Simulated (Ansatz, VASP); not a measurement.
# LiH in VASP and in Ansatz

File INCAR:

```
  ALGO = Normal
  EDIFF = 1E-6
  ENCUT = 520
  GGA = PE
  ISIF = 2
  ISMEAR = 0
  IVDW = 12
  LASPH = T
  LCHARG = T
  LELF = T
  LREAL = F
  LVHAR = T
  LWAVE = F
  NBANDS = 9
  NELM = 80
  PREC = Accurate
  SIGMA = 0.01
```

KPOINTS

```
k-points
0
Gamma
  10 10 10
```

POSCAR

```
LiH
1.0
    0.0000000000      2.0086193919      2.0086193919
    2.0086193919      0.0000000000      2.0086193919
    2.0086193919      2.0086193919      0.0000000000
Li H
1 1
Direct
    0.0000000000      0.0000000000      0.0000000000
    0.5000000000      0.5000000000      0.5000000000
```

Input for Ansatz:

```yaml
crystal:
  lattice:
    - [0.0, 2.0086193919, 2.0086193919]
    - [2.0086193919, 0.0, 2.0086193919]
    - [2.0086193919, 2.0086193919, 0.0]
  atoms:
    - { symbol: Li, position: [0.0, 0.0, 0.0] }
    - { symbol: H, position: [0.5, 0.5, 0.5] }
basis:
  ecutwfc: 420
kpoints:
  mp_grid: { grid: [10, 10, 10] }
hamiltonian:
  xc: pbe
  dispersion: d3bj
scf:
  occupations: { method: fixed }
output:
  forces: true
  stress: true
  eigenvalues: true
```

Alike in both runs: task single point; functional PBE; dispersion D3(BJ); k mesh 10 × 10 × 10; no spin polarisation.

```csv
,VASP,Ansatz
version,VASP 6.6.1,Ansatz 0.2.0
potentials or method,"VASP PAW PBE potentials, release 64 (Li_sv, H), cutoff 520 eV","scalar-relativistic, plane waves, PAW"
occupations,"gaussian, width 0.01 eV",fixed
valence electrons in the cell,4,4
```

```tsv
	VASP	Ansatz	Ansatz less VASP
gap on the k mesh at the Fermi level (eV)	2.98	2.99	+0.007
least direct gap on the mesh (eV)	2.98	2.99	+0.007
```

Noted on VASP's run: the cutoff is short for stress, so the pressure is rough.
